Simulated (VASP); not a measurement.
# MgO (Cmcm) in VASP: single point with PBE

Aim: the single point of MgO with PBE.

Everything below comes from runs of VASP 6.6.1. Logs are shortened: lines on timing, memory, paths and dates and some standing lists are left out, and cuts for length are marked.

## Step 1: The cell of the first run

The structure is orthorhombic, space group Cmcm (No. 63). Conventional cell: a = 4.254 Å, b = 4.254 Å, c = 4.254 Å, α = 90.00°, β = 90.00°, γ = 90.00°. Mg (site symmetry m2m) has 6 O at 2.01 to 2.24 Å within 2.7 Å. O (site symmetry m2m) has 6 Mg at 2.01 to 2.24 Å within 2.7 Å.

## Step 2: Single point, PBE (mode 4 (279.6 1/cm) frozen in, largest displacement +0.225 Å)

Input file INCAR:

```
SYSTEM = MgO
PREC = Accurate ; ENCUT = 520
EDIFF = 1E-6 ; ISMEAR = 0
SIGMA = 0.05 ; LREAL = .FALSE.
LASPH = .TRUE. ; NELM = 80
ALGO = Normal ; ISIF = 2
LWAVE = .FALSE. ; LCHARG = .FALSE.
GGA = PE ; NBANDS = 16
```

Input file KPOINTS:

```
regular mesh
0
G
  8 8 6
  0 0 0
```

Input file POSCAR:

```
MgO
1.0
    0.0000000000     -2.1269229054     -2.1269229054
    0.0000000000      2.1269229054     -2.1269229054
    4.2538458108      0.0000000000      0.0000000000
Mg O
2 2
Direct
    0.4471066865      0.5528933135      0.5000000000
    0.0528933135     -0.0528933135      0.0000000000
    0.5259107562      0.4740892438      0.0000000000
   -0.0259107562      0.0259107562      0.5000000000
```

Potentials or basis: VASP PAW PBE potentials, release 64 (Mg, O).

Command:

```sh
cat potpaw_PBE.64/Mg/POTCAR potpaw_PBE.64/O/POTCAR > POTCAR
mpirun -np 1 vasp_std > vasp.out
```

OUTCAR:

```text
SYSTEM = MgO
   PREC = Accurate
   ENCUT = 520
   EDIFF = 1E-6
   ISMEAR = 0
   LREAL = .FALSE.
   LASPH = .TRUE.
   NELM = 80
   ISIF = 2
   GGA = PE

 ion  position               nearest neighbor table
   1  0.447  0.553  0.500-   4 2.01   4 2.13   4 2.13   3 2.15   3 2.15   4 2.24   2 2.71   2 2.71
                             2 3.04   2 3.04   2 3.04   2 3.04   2 3.34   2 3.34
   2  0.053  0.947  0.000-   3 2.01   3 2.13   3 2.13   4 2.15   4 2.15   3 2.24   1 2.71   1 2.71
                             1 3.04   1 3.04   1 3.04   1 3.04   1 3.34   1 3.34
   3  0.526  0.474  0.000-   2 2.01   2 2.13   2 2.13   1 2.15   1 2.15   2 2.24
   4  0.974  0.026  0.500-   1 2.01   1 2.13   1 2.13   2 2.15   2 2.15   1 2.24

  LATTYP: Found a simple tetragonal cell.
 ALAT       =     3.0079232189
 C/A-ratio  =     1.4142135624

  Lattice vectors:

 A1 = (   0.0000000000,  -2.1269229054,  -2.1269229054)
 A2 = (   0.0000000000,   2.1269229054,  -2.1269229054)
 A3 = (   4.2538458108,   0.0000000000,   0.0000000000)

Analysis of symmetry for initial positions (statically):
=====================================================================
 Subroutine PRICEL returns:
 Original cell was already a primitive cell.

 Routine SETGRP: Setting up the symmetry group for a
 simple tetragonal supercell.

 Subroutine GETGRP returns: Found  8 space group operations
 (whereof  4 operations were pure point group operations)
 out of a pool of 16 trial point group operations.

The static configuration has the point symmetry C_2v.
 The point group associated with its full space group is D_2h.

Analysis of symmetry for dynamics (positions and initial velocities):
=====================================================================
 Subroutine PRICEL returns:
 Original cell was already a primitive cell.

 Routine SETGRP: Setting up the symmetry group for a
 simple tetragonal supercell.

 Subroutine GETGRP returns: Found  8 space group operations
 (whereof  4 operations were pure point group operations)
 out of a pool of 16 trial point group operations.

The dynamic configuration has the point symmetry C_2v.
 The point group associated with its full space group is D_2h.

 Subroutine INISYM returns: Found  8 space group operations
 (whereof  4 operations are pure point group operations),
 and found     1 'primitive' translations

----------------------------------------------------------------------------------------

                                     Primitive cell

  volume of cell :      38.4871

  direct lattice vectors                    reciprocal lattice vectors
     0.000000000 -2.126922905 -2.126922905     0.000000000 -0.235081393 -0.235081393
     0.000000000  2.126922905 -2.126922905     0.000000000  0.235081393 -0.235081393
     4.253845811  0.000000000  0.000000000     0.235081393  0.000000000  0.000000000

  length of vectors
     3.007923219  3.007923219  4.253845811     0.332455295  0.332455295  0.235081393

  position of ions in fractional coordinates (direct lattice)
     0.447106686  0.552893314  0.500000000
     0.052893314  0.947106686  0.000000000
     0.525910756  0.474089244  0.000000000
     0.974089244  0.025910756  0.500000000

  ion indices of the primitive-cell ions
   primitive index   ion index
                 1           1
                 2           2
                 3           3
                 4           4

----------------------------------------------------------------------------------------

 KPOINTS: regular mesh

Automatic generation of k-mesh.
 Grid dimensions read from file:
 generate k-points for:    8    8    6

 Generating k-lattice:

  Cartesian coordinates                     Fractional coordinates (reciprocal lattice)
     0.000000000 -0.029385174 -0.029385174     0.125000000  0.000000000  0.000000000
     0.000000000  0.029385174 -0.029385174     0.000000000  0.125000000  0.000000000
     0.039180232  0.000000000  0.000000000     0.000000000  0.000000000  0.166666667

  Length of vectors
     0.041556912  0.041556912  0.039180232

  Shift w.r.t. Gamma in fractional coordinates (k-lattice)
     0.000000000  0.000000000  0.000000000

 Subroutine IBZKPT returns following result:
 ===========================================

 Found     84 irreducible k-points:

 Following reciprocal coordinates:
            Coordinates               Weight
  0.000000  0.000000  0.000000      1.000000
  0.125000  0.000000  0.000000      4.000000
  0.250000  0.000000  0.000000      4.000000
  0.375000  0.000000  0.000000      4.000000
  0.500000  0.000000  0.000000      2.000000
  0.125000  0.125000  0.000000      2.000000
[... 16 lines left out ...]
  0.125000  0.000000  0.166667      8.000000
  0.250000  0.000000  0.166667      8.000000
 [... further k-points ...]
   k-points           NKPTS =     84   k-points in BZ     NKDIM =     84   number of bands    NBANDS=     16
   number of dos      NEDOS =    301   number of ions     NIONS =      4
   total plane-waves  NPLWV =  18432
   dimension x,y,z NGX =    24 NGY =   24 NGZ =   32
   dimension x,y,z NGXF=    48 NGYF=   48 NGZF=   64
   ions per type =               2   2
   NGX,Y,Z   is equivalent  to a cutoff of  13.26, 13.26, 12.51 a.u.
   NGXF,Y,Z  is equivalent  to a cutoff of  26.53, 26.53, 25.01 a.u.
 SYSTEM =  MgO
   PREC   = accura    normal or accurate (medium, high low for compatibility)
   ISTART =      0    job   : 0-new  1-cont  2-samecut
   ICHARG =      2    charge: 1-file 2-atom 10-const
   ISPIN  =      1    spin polarized calculation?
   LNONCOLLINEAR =      F non collinear calculations
   LSORBIT =      F    spin-orbit coupling
   LASPH  =      T    aspherical Exc in radial PAW
   ENCUT  =  520.0 eV  38.22 Ry    6.18 a.u.   5.59  5.59  7.91*2*pi/ulx,y,z
   NELM   =     80;   NELMIN=  2; NELMDL= -5     # of ELM steps
   EDIFF  = 0.1E-05   stopping-criterion for ELM
   LREAL  =      F    real-space projection
   EDIFFG = 0.1E-04   stopping-criterion for IOM
   NSW    =      0    number of steps for IOM
   IBRION =     -1    ionic relax: 0-MD 1-quasi-New 2-CG
   NFREE  =      0    steps in history (QN), initial steepest desc. (CG)
   ISIF   =      2    stress and relaxation
   ISYM   =      2    0-nonsym 1-usesym 2-fastsym
   POTIM  = 0.5000    time-step for ionic-motion
   TEBEG  =    0.0;   TEEND  =   0.0 temperature during run
   PSTRESS=    0.0 pullay stress
   NELECT =      16.0000    total number of electrons
   NUPDOWN=      -1.0000    fix difference up-down
   EMIN   =  10.00;   EMAX   =-10.00  energy-range for DOS
   EFERMI =   0.00;   METHOD = LEGACY
   ISMEAR =     0;   SIGMA  =   0.05  broadening in eV -4-tet -1-fermi 0-gaus
   EFERMI_NEDOS =   21; number of points for ismear=-14 and -15
   IALGO  =     38    algorithm
   IMIX   =      4    mixing-type and parameters
     AMIX     =   0.40;   BMIX     =  1.00
     AMIX_MAG =   1.60;   BMIX_MAG =  1.00
  volume/ion in A,a.u.               =       9.62        64.93
  Fermi-wavevector in a.u.,A,eV,Ry     =   1.221827  2.308918 20.311613  1.492861
  Thomas-Fermi vector in A             =   2.356996
   LORBIT       =      0    0 simple, 1 ext, 2 COOP (PROOUT), +10 PAW based schemes
   GGA     = PE    functional components
   LHFCALC =     F    Hartree Fock is set to
   AEXX    =    0.0000 exact exchange contribution
   IVDW    =     0    specifies the selected vdW correction
   LEPSILON=     F    determine dielectric tensor
   LRPA    =     F    only Hartree local field effects (RPA)
 non-spin polarized calculation
 Gauss-broadening in eV      SIGMA  =   0.05
  energy-cutoff  :      520.00
  volume of cell :       38.49
 maximum number of plane-waves:      1056
 NGX is ok and might be reduce to    24
   NGX = 11   NGY = 11   NGZ = 15

 number of electron      15.9999994 magnetization

 Free energy of the ion-electron system (eV)
  ---------------------------------------------------
  ext. energy  EPLUGINS =         0.00000000
  ---------------------------------------------------
  free energy    TOTEN  =       -23.40222743 eV

  energy without entropy =      -23.40222743  energy(sigma->0) =      -23.40222743

 E-fermi :   3.3014     XC(G=0): -10.9419

 val. band max:        3.0531173262   @ k =   0.0000   0.0000   0.0000
 cond. band min:       7.3077873862   @ k =   0.0000   0.0000   0.0000
 fundamental gap:      4.2546700600
 Fermi energy:         3.3013711420

 k-point     1 :       0.0000    0.0000    0.0000
  band No.  band energies     occupation
      1     -14.1223      2.00000
      2     -12.6453      2.00000
      3      -0.9504      2.00000
      4       1.6886      2.00000
      5       1.6999      2.00000
      6       2.9359      2.00000
[... 8 lines left out ...]
     15      19.4220      0.00000
     16      21.3006      0.00000

 k-point     2 :       0.1250    0.0000    0.0000
  band No.  band energies     occupation
      1     -14.0180      2.00000
      2     -12.6331      2.00000
      3      -0.8030      2.00000
      4       1.2464      2.00000
      5       1.7418      2.00000
      6       2.3232      2.00000
[... 8 lines left out ...]
     15      19.3932      0.00000
     16      20.9356      0.00000

 k-point     3 :       0.2500    0.0000    0.0000
  band No.  band energies     occupation
      1     -13.7334      2.00000
      2     -12.6297      2.00000
      3      -0.3769      2.00000
      4       0.3415      2.00000
      5       1.1351      2.00000
      6       1.9036      2.00000
[... 8 lines left out ...]
     15      20.0268      0.00000
     16      20.4218      0.00000

 k-point     4 :       0.3750    0.0000    0.0000
  band No.  band energies     occupation
      1     -13.3526      2.00000
      2     -12.7117      2.00000
      3      -0.3693      2.00000
      4       0.1483      2.00000
      5       0.2713      2.00000
      6       1.9319      2.00000
[... 8 lines left out ...]
     15      19.9895      0.00000
     16      21.1457      0.00000
[... 324 lines left out ...]
 k-point    22 :       0.0000    0.0000    0.1667
  band No.  band energies     occupation
      1     -14.0291      2.00000
      2     -12.7500      2.00000
      3      -0.7951      2.00000
      4       1.7600      2.00000
      5       1.7734      2.00000
      6       2.5226      2.00000
[... 8 lines left out ...]
     15      19.4577      0.00000
     16      21.0849      0.00000

 k-point    23 :       0.1250    0.0000    0.1667
  band No.  band energies     occupation
      1     -13.9291      2.00000
      2     -12.7290      2.00000
      3      -0.7100      2.00000
      4       1.3835      2.00000
      5       1.7779      2.00000
      6       1.8999      2.00000
[... 8 lines left out ...]
     15      19.3656      0.00000
     16      20.8677      0.00000

 k-point    24 :       0.2500    0.0000    0.1667
  band No.  band energies     occupation
      1     -13.6573      2.00000
      2     -12.6994      2.00000
      3      -0.6096      2.00000
      4       0.7153      2.00000
      5       0.8118      2.00000
      6       1.9545      2.00000
[... 8 lines left out ...]
     15      19.5770      0.00000
     16      20.6132      0.00000

 [... further k-points ...]
[... 5 lines left out ...]
  --------------------------------------------------------------------------------------
  -------------------------------------------------------------------------------------
  Total        0.7389148      0.7030159     -0.7305214      0.0000000      0.0000000      0.0000000
  in kB       30.7602383     29.2658046    -30.4108328      0.0000000      0.0000000      0.0000000
  external PRESSURE =       9.8717367 kB  Pullay stress =       0.0000000 kB

 VOLUME and BASIS-vectors are now :
 -----------------------------------------------------------------------------
  energy-cutoff  :      520.00
  volume of cell :       38.49
      direct lattice vectors                 reciprocal lattice vectors
     0.000000000 -2.126922905 -2.126922905     0.000000000 -0.235081393 -0.235081393
     0.000000000  2.126922905 -2.126922905     0.000000000  0.235081393 -0.235081393
     4.253845811  0.000000000  0.000000000     0.235081393  0.000000000  0.000000000

 POSITION                                       TOTAL-FORCE (eV/Angst)
 -----------------------------------------------------------------------------------
      2.12692      0.22500     -2.12692         0.000000     -1.683561      0.000000
      0.00000      1.90192     -2.12692         0.000000      1.683561      0.000000
      0.00000     -0.11022     -2.12692         0.000000      0.452438      0.000000
      2.12692     -2.01670     -2.12692         0.000000     -0.452438      0.000000
 -----------------------------------------------------------------------------------
    total drift:                               -0.000000     -0.000000     -0.000000

  FREE ENERGIE OF THE ION-ELECTRON SYSTEM (eV)
  ---------------------------------------------------
  free  energy   TOTEN  =       -23.4022274293 eV

  energy  without entropy=      -23.4022274293  energy(sigma->0) =      -23.40222743
```

It took 26 s on 1 thread of Intel Xeon Platinum 8259CL at 2.50GHz (Skylake/Cascade Lake), shared host; peak memory 0.17 GiB.

What came out:

| Quantity | Value |
| --- | --- |
| Free energy | -23.4022 eV |
| Pressure | 1.0 GPa |
| Largest force | 1.684 eV/Å |
| Band gap on the k mesh | 4.25 eV, direct |

Forces on the atoms (eV/Å):
```
Mg   0.000 -1.684  0.000
Mg   0.000  1.684  0.000
O    0.000  0.452  0.000
O    0.000 -0.452  0.000
```

Levels at points of the mesh, in eV from the valence-band top:
| k point | band 6 | band 7 | band 8 | band 9 | band 10 | band 11 |
| --- | --- | --- | --- | --- | --- | --- |
| (0.00, 0.00, 0.00) | -0.12 | -0.09 | 0.00 | 4.25 | 9.10 | 9.47 |
| (0.50, 0.00, 0.00) | -1.72 | -0.78 | -0.58 | 9.00 | 9.06 | 10.55 |
| (0.50, 0.50, 0.00) | -1.37 | -1.35 | -1.31 | 8.89 | 8.99 | 9.26 |
| (0.00, 0.00, 0.50) | -0.77 | -0.77 | -0.77 | 7.60 | 7.60 | 10.92 |
| (0.50, 0.00, 0.50) | -0.68 | -0.62 | -0.62 | 7.55 | 7.55 | 12.00 |
| (0.50, 0.50, 0.50) | -2.92 | -1.63 | -1.63 | 10.54 | 10.54 | 11.32 |

Caveat: the cell differs from its parent crystal (mode 4 (279.6 1/cm) frozen in, largest displacement +0.225 Å); forces of over 1 eV/Å act on the atoms, so gaps and moduli don't describe the material at rest.
